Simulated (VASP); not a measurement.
The system is ZrN.

```
Zr N
1.0
     0.00000    2.30000    2.30000
     2.30000    0.00000    2.30000
     2.30000    2.30000    0.00000
Zr N
1 1
Direct
  0.50000 0.50000 0.50000
  0.00000 0.00000 0.00000
```

Program: VASP 6.6.1. Alike in all runs: task single point; no spin polarisation; cell as given; k mesh 7 × 7 × 7; smearing fermi-dirac 0.3 eV.

Problem. Order these runs on this cell by their pressure, lowest first.
A. level BLYP; potentials or basis VASP PAW PBE potentials, release 64 (Zr_sv, N); cutoff (eV) 600
B. level LDA; potentials or basis VASP PAW LDA potentials, release 64 (Zr_sv, N); cutoff (eV) 600
C. level r2SCAN; potentials or basis VASP PAW PBE potentials, release 64 (Zr_sv, N); cutoff (eV) 660
D. level PBEsol; potentials or basis VASP PAW PBE potentials, release 64 (Zr_sv, N); cutoff (eV) 600

Solution. B (-11.2 GPa), D (-6.8 GPa), C (-1.2 GPa), A (8.8 GPa).

Caveats: the PAW data sets were made with another functional, which shifts forces and pressure a little (some runs).
